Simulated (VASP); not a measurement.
# TaSi2 (P6_222) in VASP: a series of runs

The runs below take TaSi2 through single point, with r2SCAN.

Program: VASP 6.6.1. These are calculated values, not measurements. Logs are shortened: lines on timing, memory, paths and dates and some standing lists are left out, and cuts for length are marked.

## 1. The cell of the first run

The structure is hexagonal, space group P6_222 (No. 180). Conventional cell: a = 4.769 Å, b = 4.769 Å, c = 6.521 Å, α = 90.00°, β = 90.00°, γ = 120.00°. Within 3.4 Å of Ta (site symmetry 222) lie 10 Si at 2.59 to 2.82 Å and 4 Ta at 3.23 Å. Within 3.4 Å of Si (site symmetry 2) lie 9 Si at 2.54 to 3.31 Å and 5 Ta at 2.59 to 2.82 Å.

## 2. Single point, r2SCAN

File POSCAR:

```
TaSi2
1.0
    4.7686266500      0.0000000000      0.0000000000
   -2.3843133300      4.1297518200      0.0000000000
    0.0000000000      0.0000000000      6.5214099500
Ta Si
3 6
Direct
    0.0000000000      0.5000000000      0.1666666700
    0.5000000000      0.5000000000      0.8333333300
    0.5000000000      0.0000000000      0.5000000000
    0.8413836500      0.6827673000      0.5000000000
    0.1586163500      0.8413836500      0.8333333300
    0.6827673000      0.8413836500      0.1666666700
    0.1586163500      0.3172327000      0.5000000000
    0.8413836500      0.1586163500      0.8333333300
    0.3172327000      0.1586163500      0.1666666700
```

File INCAR.step1:

```
ALGO     = Normal         # electronic algorithm
EDIFF    = 1E-4           # SCF threshold, eV
ENCUT    = 520            # plane-wave cutoff, eV
GGA      = PE             # functional
ISMEAR   = 0              # smearing method
LASPH    = True           # aspherical terms in the spheres
LCHARG   = False          # write CHGCAR
LREAL    = False          # projectors in reciprocal space
LWAVE    = True           # write WAVECAR
NBANDS   = 38             # bands
NELM     = 100            # most SCF steps
PREC     = Accurate       # precision mode
SIGMA    = 0.1            # smearing width, eV
```

File INCAR.step2:

```
ALGO     = Normal         # electronic algorithm
EDIFF    = 1E-6           # SCF threshold, eV
ENCUT    = 520            # plane-wave cutoff, eV
ISIF     = 2              # what is computed and relaxed
ISMEAR   = 0              # smearing method
ISTART   = 1            
LASPH    = True           # aspherical terms in the spheres
LCHARG   = False          # write CHGCAR
LMIXTAU  = True         
LREAL    = False          # projectors in reciprocal space
LWAVE    = False          # write WAVECAR
METAGGA  = R2SCAN         # meta-GGA
NBANDS   = 38             # bands
NELM     = 100            # most SCF steps
PREC     = Accurate       # precision mode
SIGMA    = 0.1            # smearing width, eV
```

File KPOINTS:

```
k-points
0
Gamma
  6 6 4
```

Potentials or basis: VASP PAW PBE potentials, release 64 (Ta_pv, Si).

On the command line:

```sh
$ cat potpaw_PBE.64/Ta_pv/POTCAR potpaw_PBE.64/Si/POTCAR > POTCAR
$ cp INCAR.step1 INCAR
$ mpirun -np 1 vasp_std > vasp.out
$ cp INCAR.step2 INCAR
$ mpirun -np 1 vasp_std > vasp.out
```

OUTCAR:

```text
EDIFF = 1E-6
   ENCUT = 520
   ISIF = 2
   ISMEAR = 0
   ISTART = 1
   LASPH = True
   LREAL = False
   METAGGA = R2SCAN
   NELM = 100
   PREC = Accurate

 ion  position               nearest neighbor table
   1  0.000  0.500  0.167-   4 2.59   7 2.59   5 2.59   8 2.59   9 2.72   6 2.72   9 2.72   6 2.72
                             6 2.82   9 2.82   3 3.23   3 3.23   2 3.23   2 3.23
   2  0.500  0.500  0.833-   4 2.59   7 2.59   6 2.59   9 2.59   5 2.72   8 2.72   5 2.72   8 2.72
                             8 2.82   5 2.82   3 3.23   3 3.23   1 3.23   1 3.23
   3  0.500  0.000  0.500-   5 2.59   8 2.59   6 2.59   9 2.59   7 2.72   4 2.72   7 2.72   4 2.72
                             7 2.82   4 2.82   1 3.23   1 3.23   2 3.23   2 3.23
   4  0.841  0.683  0.500-   5 2.54   6 2.54   2 2.59   1 2.59   7 2.62   3 2.72   3 2.72   3 2.82
                             7 2.82   7 2.82   9 3.14   8 3.14
   5  0.159  0.841  0.833-   4 2.54   9 2.54   3 2.59   1 2.59   8 2.62   2 2.72   2 2.72   2 2.82
                             8 2.82   8 2.82   7 3.14   6 3.14
   6  0.683  0.841  0.167-   4 2.54   8 2.54   3 2.59   2 2.59   9 2.62   1 2.72   1 2.72   1 2.82
                             9 2.82   9 2.82   7 3.14   5 3.14
   7  0.159  0.317  0.500-   8 2.54   9 2.54   2 2.59   1 2.59   4 2.62   3 2.72   3 2.72   3 2.82
                             4 2.82   4 2.82   6 3.14   5 3.14
   8  0.841  0.159  0.833-   7 2.54   6 2.54   3 2.59   1 2.59   5 2.62   2 2.72   2 2.72   2 2.82
                             5 2.82   5 2.82   4 3.14   9 3.14
   9  0.317  0.159  0.167-   7 2.54   5 2.54   3 2.59   2 2.59   6 2.62   1 2.72   1 2.72   1 2.82
                             6 2.82   6 2.82   4 3.14   8 3.14

  LATTYP: Found a hexagonal cell.
 ALAT       =     4.7686266500
 C/A-ratio  =     1.3675656386

  Lattice vectors:

 A1 = (   4.7686266500,   0.0000000000,   0.0000000000)
 A2 = (  -2.3843133300,   4.1297518200,   0.0000000000)
 A3 = (   0.0000000000,   0.0000000000,   6.5214099500)

Analysis of symmetry for initial positions (statically):
=====================================================================
 Subroutine PRICEL returns:
 Original cell was already a primitive cell.

 Routine SETGRP: Setting up the symmetry group for a
 hexagonal supercell.

 Subroutine GETGRP returns: Found 12 space group operations
 (whereof  4 operations were pure point group operations)
 out of a pool of 24 trial point group operations.

The static configuration has the point symmetry D_2 .
 The point group associated with its full space group is D_6 .

Analysis of symmetry for dynamics (positions and initial velocities):
=====================================================================
 Subroutine PRICEL returns:
 Original cell was already a primitive cell.

 Routine SETGRP: Setting up the symmetry group for a
 hexagonal supercell.

 Subroutine GETGRP returns: Found 12 space group operations
 (whereof  4 operations were pure point group operations)
 out of a pool of 24 trial point group operations.

The dynamic configuration has the point symmetry D_2 .
 The point group associated with its full space group is D_6 .

 Subroutine INISYM returns: Found 12 space group operations
 (whereof  4 operations are pure point group operations),
 and found     1 'primitive' translations

----------------------------------------------------------------------------------------

                                     Primitive cell

  volume of cell :     128.4277

  direct lattice vectors                    reciprocal lattice vectors
     4.768626650  0.000000000  0.000000000     0.209703983  0.121072651  0.000000000
    -2.384313330  4.129751820  0.000000000     0.000000000  0.242145302  0.000000000
     0.000000000  0.000000000  6.521409950     0.000000000  0.000000000  0.153341073

  length of vectors
     4.768626650  4.768626652  6.521409950     0.242145302  0.242145302  0.153341073

  position of ions in fractional coordinates (direct lattice)
     0.000000000  0.500000000  0.166666670
     0.500000000  0.500000000  0.833333330
     0.500000000  0.000000000  0.500000000
     0.841383650  0.682767300  0.500000000
     0.158616350  0.841383650  0.833333330
     0.682767300  0.841383650  0.166666670
     0.158616350  0.317232700  0.500000000
     0.841383650  0.158616350  0.833333330
     0.317232700  0.158616350  0.166666670

  ion indices of the primitive-cell ions
   primitive index   ion index
                 1           1
                 2           2
                 3           3
                 4           4
                 5           5
                 6           6
                 7           7
                 8           8
                 9           9

----------------------------------------------------------------------------------------

 KPOINTS: k-points

Automatic generation of k-mesh.
 Grid dimensions read from file:
 generate k-points for:    6    6    4

[... 39 lines left out ...]
   ISTART =      1    job   : 0-new  1-cont  2-samecut
   ICHARG =      0    charge: 1-file 2-atom 10-const
   ISPIN  =      1    spin polarized calculation?
   LNONCOLLINEAR =      F non collinear calculations
   LSORBIT =      F    spin-orbit coupling
   LASPH  =      T    aspherical Exc in radial PAW
   ENCUT  =  520.0 eV  38.22 Ry    6.18 a.u.   8.87  8.87 12.13*2*pi/ulx,y,z
   NELM   =    100;   NELMIN=  2; NELMDL=  0     # of ELM steps
   EDIFF  = 0.1E-05   stopping-criterion for ELM
   LREAL  =      F    real-space projection
   EDIFFG = 0.1E-04   stopping-criterion for IOM
   NSW    =      0    number of steps for IOM
   IBRION =     -1    ionic relax: 0-MD 1-quasi-New 2-CG
   NFREE  =      0    steps in history (QN), initial steepest desc. (CG)
   ISIF   =      2    stress and relaxation
   ISYM   =      2    0-nonsym 1-usesym 2-fastsym
   POTIM  = 0.5000    time-step for ionic-motion
   TEBEG  =    0.0;   TEEND  =   0.0 temperature during run
   PSTRESS=    0.0 pullay stress
   NELECT =      57.0000    total number of electrons
   NUPDOWN=      -1.0000    fix difference up-down
   EMIN   =  10.00;   EMAX   =-10.00  energy-range for DOS
   EFERMI =   0.00;   METHOD = LEGACY
   ISMEAR =     0;   SIGMA  =   0.10  broadening in eV -4-tet -1-fermi 0-gaus
   EFERMI_NEDOS =   21; number of points for ismear=-14 and -15
   IALGO  =     38    algorithm
   IMIX   =      4    mixing-type and parameters
     AMIX     =   0.40;   BMIX     =  1.00
     AMIX_MAG =   1.60;   BMIX_MAG =  1.00
  volume/ion in A,a.u.               =      14.27        96.30
  Fermi-wavevector in a.u.,A,eV,Ry     =   1.248763  2.359821 21.217064  1.559410
  Thomas-Fermi vector in A             =   2.382835
   LORBIT       =      0    0 simple, 1 ext, 2 COOP (PROOUT), +10 PAW based schemes
   METAGGA = R2SCAN    functional components
   LHFCALC =     F    Hartree Fock is set to
   AEXX    =    0.0000 exact exchange contribution
   IVDW    =     0    specifies the selected vdW correction
   LEPSILON=     F    determine dielectric tensor
   LRPA    =     F    only Hartree local field effects (RPA)
 non-spin polarized calculation
 Gauss-broadening in eV      SIGMA  =   0.10
  energy-cutoff  :      520.00
  volume of cell :      128.43
 maximum number of plane-waves:      3501
 NGX is ok and might be reduce to    36
   NGX = 17   NGY = 17   NGZ = 25

 number of electron      57.0000001 magnetization

 Free energy of the ion-electron system (eV)
  ---------------------------------------------------
  ext. energy  EPLUGINS =         0.00000000
  ---------------------------------------------------
  free energy    TOTEN  =      -202.41381715 eV

  energy without entropy =     -202.39858221  energy(sigma->0) =     -202.40619968

 E-fermi :   9.4982     XC(G=0): -13.0551

 val. band max:        9.4555080430   @ k =   0.3333   0.1667   0.5000
 cond. band min:       9.5882917797   @ k =   0.3333   0.1667   0.2500
 fundamental gap:      0.1327837368
 Fermi energy:         9.4981791969

 k-point     1 :       0.0000    0.0000    0.0000
  band No.  band energies     occupation
      1     -26.0809      2.00000
      2     -26.0759      2.00000
      3     -26.0759      2.00000
      4     -26.0097      2.00000
      5     -26.0097      2.00000
      6     -25.8982      2.00000
[... 30 lines left out ...]
     37      13.6941      0.00000
     38      13.9118      0.00000
[... 818 lines left out ...]
     37      13.3199      0.00000
     38      13.4620      0.00000

------------------------ aborting loop because EDIFF is reached ----------------------------------------

  FORCE on cell =-STRESS in cart. coord.  units (eV):
  Direction    XX          YY          ZZ          XY          YZ          ZX
  --------------------------------------------------------------------------------------
  -------------------------------------------------------------------------------------
  Total        1.2665310      1.2665310      3.1598742     -0.0000000      0.0000000      0.0000000
  in kB       15.8003830     15.8003830     39.4204518     -0.0000000      0.0000000      0.0000000
  external PRESSURE =      23.6737393 kB  Pullay stress =       0.0000000 kB

 VOLUME and BASIS-vectors are now :
 -----------------------------------------------------------------------------
  energy-cutoff  :      520.00
  volume of cell :      128.43
      direct lattice vectors                 reciprocal lattice vectors
     4.768626650  0.000000000  0.000000000     0.209703983  0.121072651  0.000000000
    -2.384313330  4.129751820  0.000000000     0.000000000  0.242145302  0.000000000
     0.000000000  0.000000000  6.521409950     0.000000000  0.000000000  0.153341073

 POSITION                                       TOTAL-FORCE (eV/Angst)
 -----------------------------------------------------------------------------------
     -1.19216      2.06488      1.08690         0.000000     -0.000000      0.000000
      1.19216      2.06488      5.43451         0.000000     -0.000000     -0.000000
      2.38431      0.00000      3.26070         0.000000     -0.000000      0.000000
      2.38431      2.81966      3.26070        -0.000000      0.020880      0.000000
     -1.24974      3.47471      5.43451        -0.018083      0.010440     -0.000000
      1.24974      3.47471      1.08690         0.018083      0.010440      0.000000
     -0.00000      1.31009      3.26070         0.000000     -0.020880      0.000000
      3.63405      0.65505      5.43451         0.018083     -0.010440     -0.000000
      1.13457      0.65505      1.08690        -0.018083     -0.010440      0.000000
 -----------------------------------------------------------------------------------
    total drift:                               -0.000000     -0.000000      0.000009

  FREE ENERGIE OF THE ION-ELECTRON SYSTEM (eV)
  ---------------------------------------------------
  free  energy   TOTEN  =      -202.4138171546 eV

  energy  without entropy=     -202.3985822139  energy(sigma->0) =     -202.40619968
```

Wall time 18 min (1 thread of Oxide Virtual Turin-like, shared host); peak memory 0.26 GiB.

What came out:

| Property | Result |
| --- | --- |
| Free energy | -202.4138 eV |
| Pressure | 2.4 GPa |
| Largest force | 0.021 eV/Å |
| Band gap on the k mesh | zero (an odd number of electrons rules out a gap without spin polarisation) |

Forces on the atoms (eV/Å):
```
Ta   0.000  0.000  0.000
Ta   0.000  0.000  0.000
Ta   0.000  0.000  0.000
Si   0.000  0.021  0.000
Si  -0.018  0.010  0.000
Si   0.018  0.010  0.000
Si   0.000 -0.021  0.000
Si   0.018 -0.010  0.000
Si  -0.018 -0.010  0.000
```

Caveat: the PAW data sets were made with another functional, which shifts forces and pressure a little; spin-orbit coupling is left out, which moves the levels of the heavy elements; an odd number of electrons without spin polarisation forces a metal; a magnetic or distorted state may lie lower.

## 3. Single point, r2SCAN

This run uses another cell than the first one, of 14.42 Å³/atom.

File POSCAR:

```
TaSi2
1.0
    4.7803925607      0.0000000029      0.0000000000
   -2.3901962829      4.1399413962      0.0000000000
    0.0000000000      0.0000000000      6.5579690744
Ta Si
3 6
Direct
    0.0000000000      0.5000000000      0.1666666667
    0.5000000000      0.5000000000      0.8333333333
    0.5000000000      0.0000000000      0.5000000000
    0.8417232934      0.6834465867      0.5000000000
    0.1582767066      0.8417232934      0.8333333333
    0.6834465867      0.8417232934      0.1666666667
    0.1582767066      0.3165534133      0.5000000000
    0.8417232934      0.1582767066      0.8333333333
    0.3165534133      0.1582767066      0.1666666667
```

File INCAR.step1:

```
SYSTEM = TaSi2
  PREC = Accurate
  ENCUT = 520
  ISMEAR = 0
  SIGMA = 0.1
  LREAL = .FALSE.
  LASPH = .TRUE.
  NELM = 60
  NBANDS = 38
  GGA = PE
  ALGO = Normal
  EDIFF = 1E-4
  LWAVE = .TRUE.
  LCHARG = .FALSE.
```

File INCAR.step2:

```
SYSTEM = TaSi2
  PREC = Accurate
  ENCUT = 520
  EDIFF = 1E-6
  ISMEAR = 0
  SIGMA = 0.1
  LREAL = .FALSE.
  LASPH = .TRUE.
  NELM = 60
  ALGO = Normal
  ISIF = 2
  LWAVE = .FALSE.
  LCHARG = .FALSE.
  METAGGA = R2SCAN
  LMIXTAU = .TRUE.
  NBANDS = 38
  ISTART = 1
```

File KPOINTS:

```
Automatic mesh
0
G
  9 9 6
  0 0 0
```

Potentials or basis: VASP PAW PBE potentials, release 64 (Ta_pv, Si).

On the command line:

```sh
$ cat potpaw_PBE.64/Ta_pv/POTCAR potpaw_PBE.64/Si/POTCAR > POTCAR
$ cp INCAR.step1 INCAR
$ mpirun -np 1 vasp_std > vasp.out
$ cp INCAR.step2 INCAR
$ mpirun -np 1 vasp_std > vasp.out
```

It took 32 min on 1 thread of Oxide Virtual Turin-like, shared host; peak memory 0.34 GiB.

The run converged. Its results:

| Quantity | Value |
| --- | --- |
| Free energy | -202.4194 eV |
| Pressure | 0.1 GPa |
| Largest force | 0.009 eV/Å |
| Band gap on the k mesh | zero (an odd number of electrons rules out a gap without spin polarisation) |

Forces in eV/Å, atoms in the order of the input:
```
Ta   0.000  0.000  0.000
Ta   0.000  0.000  0.000
Ta   0.000  0.000  0.000
Si   0.000  0.009  0.000
Si  -0.007  0.004  0.000
Si   0.007  0.004  0.000
Si   0.000 -0.009  0.000
Si   0.007 -0.004  0.000
Si  -0.007 -0.004  0.000
```

Stress tensor (GPa, compression positive):
```
0.16 0.00 0.00
0.00 0.16 0.00
0.00 0.00 0.06
```

Levels at points of the mesh, in eV from the Fermi level:
| k point | band 25 | band 26 | band 27 | band 28 | band 29 | band 30 | band 31 | band 32 | band 33 | band 34 |
| --- | --- | --- | --- | --- | --- | --- | --- | --- | --- | --- |
| (0.00, 0.00, 0.00) | -2.65 | -2.65 | -2.36 | -2.36 | -1.70 | 0.85 | 3.20 | 3.20 | 3.75 | 3.79 |
| (0.00, 0.00, 0.50) | -2.39 | -2.30 | -2.01 | -2.01 | 1.25 | 1.25 | 2.82 | 2.82 | 3.71 | 3.71 |

Caveat: the PAW data sets were made with another functional, which shifts forces and pressure a little; spin-orbit coupling is left out, which moves the levels of the heavy elements; an odd number of electrons without spin polarisation forces a metal; a magnetic or distorted state may lie lower.

## 4. Single point, r2SCAN

This run uses another cell than the first one, of 14.42 Å³/atom.

File POSCAR:

```
TaSi2
1.0
    4.7776781424      0.0000000029      0.0000000000
   -2.3888390737      4.1375906410      0.0000000000
    0.0000000000      0.0000000000      6.5669492289
Ta Si
3 6
Direct
    0.0000000000      0.5000000000      0.1666666667
    0.5000000000      0.5000000000      0.8333333333
    0.5000000000      0.0000000000      0.5000000000
    0.8412364629      0.6824729258      0.5000000000
    0.1587635371      0.8412364629      0.8333333333
    0.6824729258      0.8412364629      0.1666666667
    0.1587635371      0.3175270742      0.5000000000
    0.8412364629      0.1587635371      0.8333333333
    0.3175270742      0.1587635371      0.1666666667
```

File INCAR.step1:

```
  PREC = Accurate
  ENCUT = 520
  ISMEAR = -1
  SIGMA = 0.15
  LREAL = False
  LASPH = True
  NELM = 60
  NBANDS = 38
  GGA = PE
  ALGO = Normal
  EDIFF = 1E-4
  LWAVE = True
  LCHARG = False
```

File INCAR.step2:

```
  PREC = Accurate
  ENCUT = 520
  EDIFF = 1E-6
  ISMEAR = -1
  SIGMA = 0.15
  LREAL = False
  LASPH = True
  NELM = 60
  ALGO = Normal
  ISIF = 2
  LWAVE = False
  LCHARG = True
  METAGGA = R2SCAN
  LMIXTAU = True
  LELF = True
  LVHAR = True
  NBANDS = 38
  ISTART = 1
```

File KPOINTS:

```
Automatic mesh
0
Gamma
  9 9 6
```

On the command line:

```sh
$ cat potpaw_PBE.64/Ta_pv/POTCAR potpaw_PBE.64/Si/POTCAR > POTCAR
$ cp INCAR.step1 INCAR
$ mpirun -np 1 vasp_std > vasp.out
$ cp INCAR.step2 INCAR
$ mpirun -np 1 vasp_std > vasp.out
```

Run time: 28 min. Hardware: 1 thread of Oxide Virtual Turin-like, shared host; peak memory 0.34 GiB.

The run converged. Its results:

```
Free energy            : -202.5233 eV
Pressure               : 0.1 GPa
Largest force          : 0.009 eV/Å
Band gap on the k mesh : zero (an odd number of electrons rules out a gap without spin polarisation)
```

Forces on the atoms (eV/Å):
```
Ta   0.000  0.000  0.000
Ta   0.000  0.000  0.000
Ta   0.000  0.000  0.000
Si   0.000  0.009  0.000
Si  -0.008  0.004  0.000
Si   0.008  0.004  0.000
Si   0.000 -0.009  0.000
Si   0.008 -0.004  0.000
Si  -0.008 -0.004  0.000
```

Stress tensor (GPa, compression positive):
```
0.16 0.00 0.00
0.00 0.16 0.00
0.00 0.00 0.06
```

Levels at points of the mesh, in eV from the Fermi level:
```tsv
k point	band 25	band 26	band 27	band 28	band 29	band 30	band 31	band 32	band 33	band 34
(0.00, 0.00, 0.00)	-2.66	-2.66	-2.35	-2.35	-1.70	0.84	3.22	3.22	3.76	3.78
(0.00, 0.00, 0.50)	-2.38	-2.27	-2.01	-2.01	1.23	1.23	2.83	2.83	3.70	3.70
```

Caveat: the PAW data sets were made with another functional, which shifts forces and pressure a little; spin-orbit coupling is left out, which moves the levels of the heavy elements; an odd number of electrons without spin polarisation forces a metal; a magnetic or distorted state may lie lower.

## 5. Summary

```csv
cell,k mesh,smearing,gap on the mesh (eV),pressure (GPa),largest force (eV/Å)
"a = 4.769, b = 4.769, c = 6.521 Å, angles 90.0, 90.0, 120.0°, 9 atoms, atomic positions A",6 × 6 × 4,gaussian 0.1 eV,none,2.4,0.02
"a = 4.780, b = 4.780, c = 6.558 Å, angles 90.0, 90.0, 120.0°, 9 atoms, atomic positions B",9 × 9 × 6,gaussian 0.1 eV,none,0.1,0.01
"a = 4.778, b = 4.778, c = 6.567 Å, angles 90.0, 90.0, 120.0°, 9 atoms, atomic positions C",9 × 9 × 6,fermi-dirac 0.15 eV,none,0.1,0.01
```

Alike in all rows: task single point; level r2SCAN; potentials or basis VASP PAW PBE potentials, release 64 (Ta_pv, Si); no spin polarisation; cutoff (eV) 520.

Caveats: the PAW data sets were made with another functional, which shifts forces and pressure a little; spin-orbit coupling is left out, which moves the levels of the heavy elements; an odd number of electrons without spin polarisation forces a metal; a magnetic or distorted state may lie lower.

Total energies depend on the potentials used, so only differences within one code and one set of settings carry meaning.

The gap in the log of VASP goes by the Fermi energy; the results here count the filled bands.